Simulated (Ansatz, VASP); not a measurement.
**SnBi2O5: VASP beside Ansatz**

Contents of INCAR:

```
SYSTEM = SnBi2O5
  ALGO = Normal
  EDIFF = 1E-6
  EDIFFG = -0.08
  ENCUT = 600
  GGA = PE
  IBRION = 2
  ISIF = 3
  ISMEAR = 0
  LASPH = .TRUE.
  LCHARG = .FALSE.
  LREAL = .FALSE.
  LWAVE = .FALSE.
  NELM = 100
  NSW = 36
  PREC = Accurate
  SIGMA = 0.15
```

File KPOINTS:

```
k-points
0
G
  3 3 3
  0 0 0
```

Contents of POSCAR:

```
SnBi2O5
1.0
   -2.8342593800      2.8342593800      4.1194054100
    2.8342593800     -2.8342593800      4.1194054100
    2.8342593800      2.8342593800     -4.1194054100
Sn Bi O
1 2 5
Direct
    0.0076943500      0.0076943500      0.0000000000
    0.7493696300      0.2493696300      0.5000000000
    0.2493696300      0.7493696300      0.5000000000
    0.7727806000      0.2157532100      0.0000000000
    0.2157532100      0.2157532100      0.4429726200
    0.7727806000      0.7727806000      0.5570273800
    0.2157532100      0.7727806000      0.0000000000
    0.2394967500      0.2394967500      0.0000000000
```

Input for Ansatz:

```yaml
crystal:
  lattice:
    - [-2.83425938, 2.83425938, 4.11940541]
    - [2.83425938, -2.83425938, 4.11940541]
    - [2.83425938, 2.83425938, -4.11940541]
  atoms:
    - { symbol: Sn, position: [0.00769435, 0.00769435, 0.0] }
    - { symbol: Bi, position: [0.74936963, 0.24936963, 0.5] }
    - { symbol: Bi, position: [0.24936963, 0.74936963, 0.5] }
    - { symbol: O, position: [0.7727806, 0.21575321, 0.0] }
    - { symbol: O, position: [0.21575321, 0.21575321, 0.44297262] }
    - { symbol: O, position: [0.7727806, 0.7727806, 0.55702738] }
    - { symbol: O, position: [0.21575321, 0.7727806, 0.0] }
    - { symbol: O, position: [0.23949675, 0.23949675, 0.0] }
basis:
  ecutwfc: 420
kpoints:
  mp_grid: { grid: [3, 3, 3] }
hamiltonian:
  xc: pbe
scf:
  occupations: { method: gaussian, width: 0.15 }
  lower_state_search: "off"
output:
  forces: true
  stress: true
  eigenvalues: true
relax:
  adjacent_minimum: "off"
  f_tol: 0.08
  max_steps: 16
  cell: { stress_tol: 0.8 }
```

Change from the starting cell: species swapped into the Sr2H5Rh type (I4mm, No. 107).

Alike in both runs: task relaxation of cell and atoms; functional PBE; k mesh 3 × 3 × 3; occupations gaussian, width 0.15 eV; no spin polarisation.

|  | VASP | Ansatz |
| --- | --- | --- |
| version | VASP 6.6.1 | Ansatz 0.2.0 |
| potentials or method | VASP PAW PBE potentials, release 64 (Sn_d, Bi_d, O), cutoff 600 eV | scalar-relativistic, plane waves, PAW |
| valence electrons in the cell | 74 | 74 |

```tsv
	VASP	Ansatz	Ansatz less VASP
gap on the k mesh at the Fermi level, each at its own relaxed structure (eV)	1.82	1.85	+0.029
relaxed volume (Å³/atom)	19.39	19.61	+0.225
relaxed cell length with the largest relative difference (Å)	6.338	6.385	+0.0475
```

The k mesh is coarse, so the values compare programs but aren't converged. Spin-orbit coupling is off throughout. Noted on VASP's run: the volume moved by over 15 % at a fixed basis, so the end points are rough.
